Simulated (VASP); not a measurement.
# MgO (ae) (Fm-3m) in VASP: a series of runs

Runs on MgO (ae). Level: PBE. Tasks: single point, relaxation of cell and atoms.

Program: VASP 6.6.1. These are calculated values, not measurements. Logs are shortened: lines on timing, memory, paths and dates and some standing lists are left out, and cuts for length are marked.

### 1 The cell of the first run

It takes space group Fm-3m (No. 225, cubic). The conventional cell has a = 4.216 Å, b = 4.216 Å, c = 4.216 Å, α = 90.00°, β = 90.00°, γ = 90.00°. Within 2.8 Å of Mg (site symmetry m-3m) lie 6 O at 2.11 Å. Within 2.8 Å of O (site symmetry m-3m) lie 6 Mg at 2.11 Å.

### 2 Single point, PBE

Input file INCAR:

```
PREC = Accurate
ENCUT = 600
EDIFF = 1E-6
ISMEAR = 0
SIGMA = 0.02
LREAL = False
LASPH = True
NELM = 120
ALGO = Normal
ISIF = 2
LWAVE = False
LCHARG = False
GGA = PE
NBANDS = 11
GGA_COMPAT = False
```

Input file KPOINTS:

```
Automatic mesh
0
Gamma
  10 10 10
```

Input file POSCAR:

```
MgO
1.0
    0.0000000000      2.1078276426      2.1078276426
    2.1078276426      0.0000000000      2.1078276426
    2.1078276426      2.1078276426      0.0000000000
Mg O
1 1
Direct
    0.0000000000      0.0000000000      0.0000000000
    0.5000000000      0.5000000000      0.5000000000
```

Potentials or basis: VASP PAW PBE potentials, release 64 (Mg, O).

The run is started by

```sh
> cat potpaw_PBE.64/Mg/POTCAR potpaw_PBE.64/O/POTCAR > POTCAR
> mpirun -np 1 vasp_std > vasp.out
```

OUTCAR:

```text
PREC = Accurate
   ENCUT = 600
   EDIFF = 1E-6
   ISMEAR = 0
   LREAL = False
   LASPH = True
   NELM = 120
   ISIF = 2
   GGA = PE

 ion  position               nearest neighbor table
   1  0.000  0.000  0.000-   2 2.11   2 2.11   2 2.11   2 2.11   2 2.11   2 2.11
   2  0.500  0.500  0.500-   1 2.11   1 2.11   1 2.11   1 2.11   1 2.11   1 2.11

  LATTYP: Found a face centered cubic cell.
 ALAT       =     4.2156552852

  Lattice vectors:

 A1 = (   0.0000000000,   2.1078276426,   2.1078276426)
 A2 = (   2.1078276426,   0.0000000000,   2.1078276426)
 A3 = (   2.1078276426,   2.1078276426,   0.0000000000)

Analysis of symmetry for initial positions (statically):
=====================================================================
 Subroutine PRICEL returns:
 Original cell was already a primitive cell.

 Routine SETGRP: Setting up the symmetry group for a
 face centered cubic supercell.

 Subroutine GETGRP returns: Found 48 space group operations
 (whereof 48 operations were pure point group operations)
 out of a pool of 48 trial point group operations.

The static configuration has the point symmetry O_h .

Analysis of symmetry for dynamics (positions and initial velocities):
=====================================================================
 Subroutine PRICEL returns:
 Original cell was already a primitive cell.

 Routine SETGRP: Setting up the symmetry group for a
 face centered cubic supercell.

 Subroutine GETGRP returns: Found 48 space group operations
 (whereof 48 operations were pure point group operations)
 out of a pool of 48 trial point group operations.

The dynamic configuration has the point symmetry O_h .

 Subroutine INISYM returns: Found 48 space group operations
 (whereof 48 operations are pure point group operations),
 and found     1 'primitive' translations

----------------------------------------------------------------------------------------

                                     Primitive cell

  volume of cell :      18.7299

  direct lattice vectors                    reciprocal lattice vectors
     0.000000000  2.107827643  2.107827643    -0.237211046  0.237211046  0.237211046
     2.107827643  0.000000000  2.107827643     0.237211046 -0.237211046  0.237211046
     2.107827643  2.107827643  0.000000000     0.237211046  0.237211046 -0.237211046

  length of vectors
     2.980918439  2.980918439  2.980918439     0.410861584  0.410861584  0.410861584

  position of ions in fractional coordinates (direct lattice)
     0.000000000  0.000000000  0.000000000
     0.500000000  0.500000000  0.500000000

[... 79 lines left out ...]
   NSW    =      0    number of steps for IOM
   IBRION =     -1    ionic relax: 0-MD 1-quasi-New 2-CG
   NFREE  =      0    steps in history (QN), initial steepest desc. (CG)
   ISIF   =      2    stress and relaxation
   ISYM   =      2    0-nonsym 1-usesym 2-fastsym
   POTIM  = 0.5000    time-step for ionic-motion
   TEBEG  =    0.0;   TEEND  =   0.0 temperature during run
   PSTRESS=    0.0 pullay stress
   NELECT =       8.0000    total number of electrons
   NUPDOWN=      -1.0000    fix difference up-down
   EMIN   =  10.00;   EMAX   =-10.00  energy-range for DOS
   EFERMI =   0.00;   METHOD = LEGACY
   ISMEAR =     0;   SIGMA  =   0.02  broadening in eV -4-tet -1-fermi 0-gaus
   EFERMI_NEDOS =   21; number of points for ismear=-14 and -15
   IALGO  =     38    algorithm
   IMIX   =      4    mixing-type and parameters
     AMIX     =   0.40;   BMIX     =  1.00
     AMIX_MAG =   1.60;   BMIX_MAG =  1.00
  volume/ion in A,a.u.               =       9.36        63.20
  Fermi-wavevector in a.u.,A,eV,Ry     =   1.232896  2.329835 20.681294  1.520032
  Thomas-Fermi vector in A             =   2.367648
   LORBIT       =      0    0 simple, 1 ext, 2 COOP (PROOUT), +10 PAW based schemes
   GGA     = PE    functional components
   LHFCALC =     F    Hartree Fock is set to
   AEXX    =    0.0000 exact exchange contribution
   IVDW    =     0    specifies the selected vdW correction
   LEPSILON=     F    determine dielectric tensor
   LRPA    =     F    only Hartree local field effects (RPA)
 non-spin polarized calculation
 Gauss-broadening in eV      SIGMA  =   0.02
  energy-cutoff  :      600.00
  volume of cell :       18.73
 maximum number of plane-waves:       636
   NGX = 11   NGY = 11   NGZ = 11

 number of electron       8.0000005 magnetization

 Free energy of the ion-electron system (eV)
  ---------------------------------------------------
  ext. energy  EPLUGINS =         0.00000000
  ---------------------------------------------------
  free energy    TOTEN  =       -11.91009863 eV

  energy without entropy =      -11.91009863  energy(sigma->0) =      -11.91009863

 E-fermi :   3.3136     XC(G=0): -11.0661

 val. band max:        3.1658419069   @ k =   0.0000   0.0000   0.0000
 cond. band min:       7.8686781219   @ k =   0.0000   0.0000   0.0000
 fundamental gap:      4.7028362150
 Fermi energy:         3.3135781487

 k-point     1 :       0.0000    0.0000    0.0000
  band No.  band energies     occupation
      1     -14.0836      2.00000
      2       3.1658      2.00000
      3       3.1658      2.00000
      4       3.1658      2.00000
      5       7.8687      0.00000
      6      18.9536      0.00000
      7      18.9536      0.00000
      8      18.9536      0.00000
      9      22.8623      0.00000
     10      24.6349      0.00000
     11      24.6349      0.00000
[... 309 lines left out ...]
 k-point    24 :       0.4000    0.3000    0.0000
  band No.  band energies     occupation
      1     -12.8522      2.00000
      2      -0.4006      2.00000
      3       1.8669      2.00000
      4       2.0849      2.00000
      5      12.7151      0.00000
      6      13.3384      0.00000
      7      16.7419      0.00000
      8      21.3114      0.00000
      9      21.5173      0.00000
     10      28.0233      0.00000
     11      30.0924      0.00000

 [... further k-points ...]
[... 5 lines left out ...]
  --------------------------------------------------------------------------------------
  -------------------------------------------------------------------------------------
  Total        0.3819782      0.3819782      0.3819782     -0.0000000      0.0000000     -0.0000000
  in kB       32.6748697     32.6748697     32.6748697     -0.0000000      0.0000000     -0.0000000
  external PRESSURE =      32.6748697 kB  Pullay stress =       0.0000000 kB

 VOLUME and BASIS-vectors are now :
 -----------------------------------------------------------------------------
  energy-cutoff  :      600.00
  volume of cell :       18.73
      direct lattice vectors                 reciprocal lattice vectors
     0.000000000  2.107827643  2.107827643    -0.237211046  0.237211046  0.237211046
     2.107827643  0.000000000  2.107827643     0.237211046 -0.237211046  0.237211046
     2.107827643  2.107827643  0.000000000     0.237211046  0.237211046 -0.237211046

 POSITION                                       TOTAL-FORCE (eV/Angst)
 -----------------------------------------------------------------------------------
      0.00000      0.00000      0.00000        -0.000000     -0.000000      0.000000
      2.10783      2.10783      2.10783         0.000000      0.000000     -0.000000
 -----------------------------------------------------------------------------------
    total drift:                               -0.000000     -0.000000      0.000000

  FREE ENERGIE OF THE ION-ELECTRON SYSTEM (eV)
  ---------------------------------------------------
  free  energy   TOTEN  =       -11.9100986290 eV

  energy  without entropy=      -11.9100986290  energy(sigma->0) =      -11.91009863
```

OSZICAR:

```text
N       E                     dE             d eps       ncg     rms          rms(c)
DAV:   1     0.168682909417E+02    0.16868E+02   -0.49518E+03  1154   0.735E+02
DAV:   2    -0.128225846101E+02   -0.29691E+02   -0.29141E+02  1204   0.144E+02
DAV:   3    -0.134662918284E+02   -0.64371E+00   -0.64324E+00  1241   0.191E+01
DAV:   4    -0.134679978206E+02   -0.17060E-02   -0.17060E-02  1115   0.109E+00
DAV:   5    -0.134680034844E+02   -0.56639E-05   -0.56639E-05  1211   0.623E-02    0.721E+00
DAV:   6    -0.119276933977E+02    0.15403E+01   -0.87717E+00  1073   0.163E+01    0.223E+00
DAV:   7    -0.119159189409E+02    0.11774E-01   -0.56979E-02  1124   0.215E+00    0.135E+00
DAV:   8    -0.119105117440E+02    0.54072E-02   -0.28577E-02  1088   0.191E+00    0.243E-01
DAV:   9    -0.119101190933E+02    0.39265E-03   -0.58124E-04  1169   0.170E-01    0.138E-01
DAV:  10    -0.119100966571E+02    0.22436E-04   -0.54205E-04  1142   0.175E-01    0.901E-03
DAV:  11    -0.119100987380E+02   -0.20809E-05   -0.28107E-06  1196   0.143E-02    0.580E-03
DAV:  12    -0.119100986290E+02    0.10908E-06   -0.67224E-07   634   0.645E-03
   1 F= -.11910099E+02 E0= -.11910099E+02  d E =-.679571E-28
```

stdout:

```text
POSCAR found type information on POSCAR MgO
 POSCAR found :  2 types and       2 ions
 scaLAPACK will be used
 LDA part: xc-table for (Slater+PW92), standard interpolation
 POSCAR, INCAR and KPOINTS ok, starting setup
 FFT: planning ... GRIDC
 FFT: planning ... GRID_SOFT
 FFT: planning ... GRID
 WAVECAR not read
 entering main loop
```

It took 16 s on 1 thread of Intel Xeon 8259CL, shared host; peak memory 0.14 GiB.

Results:

- Free energy: -11.9101 eV
- Pressure: 3.3 GPa
- Band gap on the k mesh: 4.70 eV, direct

Expect the measured gap to be larger: semilocal functionals such as PBE lack the derivative discontinuity.

### 3 Relaxation of cell and atoms, PBE, target pressure 4.3 GPa, at which the enthalpy is minimised

This run uses another cell than the first one, of 9.48 Å³/atom, 1.012 times its volume.

Input file INCAR:

```
SYSTEM = MgO
PREC = Accurate ; ENCUT = 600
EDIFF = 1E-7 ; ISMEAR = 0
SIGMA = 0.02 ; LREAL = .FALSE.
LASPH = .TRUE. ; NELM = 120
ALGO = Normal ; ISIF = 3
LWAVE = .FALSE. ; LCHARG = .FALSE.
GGA = PE ; IBRION = 2
NSW = 50 ; EDIFFG = -0.003
PSTRESS = 43.0 ; GGA_COMPAT = .FALSE.
NELMIN = 4
```

Input file KPOINTS:

```
regular mesh
0
G
  10 10 10
  0 0 0
```

Input file POSCAR:

```
MgO
1.0
    0.0000000000      2.1161054238      2.1161054238
    2.1161054238      0.0000000000      2.1161054238
    2.1161054238      2.1161054238      0.0000000000
Mg O
1 1
Direct
    0.0000000000      0.0000000000      0.0000000000
    0.5000000000      0.5000000000      0.5000000000
```

Potentials or basis: VASP PAW PBE potentials, release 64 (Mg, O).

The run is started by

```sh
> cat potpaw_PBE.64/Mg/POTCAR potpaw_PBE.64/O/POTCAR > POTCAR
> mpirun -np 1 vasp_std > vasp.out
```

Run time: 30 s. Hardware: 1 thread of Intel Xeon 8259CL, shared host; peak memory 0.15 GiB.

Results (log left out):

```
Free energy                                            : -11.9080 eV
Relaxed volume                                         : 9.31 Å³/atom
Relaxed cell                                           : a = 2.975 Å, b = 2.975 Å, c = 2.975 Å, α = 60.00°, β = 60.00°, γ = 60.00°
Space group after relaxing (to 0.05 Å)                 : Fm-3m (No. 225)
Energy change on relaxing (the enthalpy is what falls) : +3.0 meV/atom
Ionic steps                                            : 3
Pressure after relaxing                                : 4.3 GPa
Band gap on the k mesh                                 : 4.76 eV, direct
```

The path:
```tsv
step	energy change (eV)	largest force (eV/Å)	pressure (GPa)	volume (Å³)
1	0.0000	0.0000	1.37	18.95
2	0.0100	0.0000	5.55	18.48
3	0.0059	0.0000	4.31	18.61
```

Final structure:
```
CELL_PARAMETERS angstrom
0.00000 2.10348 2.10348
2.10348 0.00000 2.10348
2.10348 2.10348 0.00000
ATOMIC_POSITIONS crystal
Mg 0.00000 0.00000 0.00000
O 0.50000 0.50000 0.50000
```

Levels at points of the mesh, in eV from the valence-band top:
```csv
k point,band 1,band 2,band 3,band 4,band 5,band 6,band 7,band 8
"(0.00, 0.00, 0.00)",-17.28,0.00,0.00,0.00,4.76,15.82,15.82,15.82
"(0.50, 0.00, 0.00)",-15.99,-4.63,-0.66,-0.66,7.92,12.65,16.35,16.35
"(0.50, 0.50, 0.00)",-15.73,-4.10,-1.35,-1.35,9.13,10.01,13.14,19.03
```

Caveat: the cell is relaxed towards a set pressure, so the enthalpy falls and the energy may rise.
